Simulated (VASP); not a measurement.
Set up this calculation in VASP 6.6.1, as the native input.

| Item | Value |
| --- | --- |
| Task | relaxation of cell and atoms |
| Functional | r2SCAN |
| Potentials or basis | VASP PAW PBE potentials, release 64 (K_sv, Mg, F) |
| Cutoff | 600 eV |
| k mesh | 7 × 7 × 7 |
| Occupations | fermi-dirac, width 0.05 eV |
| Spin | no spin polarisation |
| Target pressure | 20 GPa |
| Dipole correction | no |
| Further INCAR settings | ALGO = Normal; EDIFF = 1e-07; IBRION = 2; EDIFFG = -0.01; NSW = 60; ISIF = 3 |

The system is KMgF3.

```
CELL_PARAMETERS angstrom
3.98590 0.00000 0.00000
0.00000 3.98590 0.00000
0.00000 0.00000 3.98590
ATOMIC_POSITIONS crystal
K 0.50000 0.50000 0.50000
Mg 0.00000 0.00000 0.00000
F 0.00000 0.00000 0.50000
F 0.00000 0.50000 0.00000
F 0.50000 0.00000 0.00000
```

One way to write it, as run:

POSCAR

```
KMgF3
1.0
    3.9859000000      0.0000000000      0.0000000000
    0.0000000000      3.9859000000      0.0000000000
    0.0000000000      0.0000000000      3.9859000000
K Mg F
1 1 3
Direct
    0.5000000000      0.5000000000      0.5000000000
    0.0000000000      0.0000000000      0.0000000000
    0.0000000000      0.0000000000      0.5000000000
    0.0000000000      0.5000000000      0.0000000000
    0.5000000000      0.0000000000      0.0000000000
```

INCAR.step1

```
SYSTEM = KMgF3
  PREC = Accurate
  ENCUT = 600
  ISMEAR = -1
  SIGMA = 0.05
  LREAL = .FALSE.
  LASPH = .TRUE.
  NELM = 100
  GGA = PE
  ALGO = Normal
  EDIFF = 1E-4
  LWAVE = .TRUE.
  LCHARG = .FALSE.
```

INCAR.step2

```
SYSTEM = KMgF3
  PREC = Accurate
  ENCUT = 600
  EDIFF = 1E-7
  ISMEAR = -1
  SIGMA = 0.05
  LREAL = .FALSE.
  LASPH = .TRUE.
  NELM = 100
  ALGO = Normal
  ISIF = 3
  LWAVE = .FALSE.
  LCHARG = .FALSE.
  METAGGA = R2SCAN
  LMIXTAU = .TRUE.
  IBRION = 2
  NSW = 60
  EDIFFG = -0.01
  PSTRESS = 200.0
  ISTART = 1
```

KPOINTS

```
regular mesh
0
G
  7 7 7
  0 0 0
```

Potentials or basis: VASP PAW PBE potentials, release 64 (K_sv, Mg, F).

Run with:

```bash
$ cat potpaw_PBE.64/K_sv/POTCAR potpaw_PBE.64/Mg/POTCAR potpaw_PBE.64/F/POTCAR > POTCAR
$ cp INCAR.step1 INCAR
$ mpirun -np 1 vasp_std > vasp.out
$ cp INCAR.step2 INCAR
$ mpirun -np 1 vasp_std > vasp.out
```

It gave:

```
Relaxed volume                                             : 10.57 Å³/atom
Relaxed cell                                               : a = 3.753 Å, b = 3.753 Å, c = 3.753 Å, α = 90.00°, β = 90.00°, γ = 90.00°
Space group after relaxing (to 0.1 Å)                      : Pm-3m (No. 221)
Energy change on relaxing (the run minimises the enthalpy) : +102.0 meV/atom
Ionic steps                                                : 3
Pressure after relaxing                                    : 20.0 GPa
Band gap on the k mesh                                     : 9.90 eV (least direct gap 10.16 eV)
```

Caveat: the cell is relaxed towards a set pressure, so the run minimises the enthalpy, not the energy; the volume moved by over 15 % at a fixed basis, so the end points are rough; the PAW data sets were made with another functional, which shifts forces and pressure a little; an odd mesh through Γ misses points on the zone boundary, where band edges can lie.

Run time: 2.8 min on 1 thread of Intel(R) Xeon(R) Platinum 8488C (Sapphire Rapids), with other jobs on the host, peak memory 0.21 GiB.
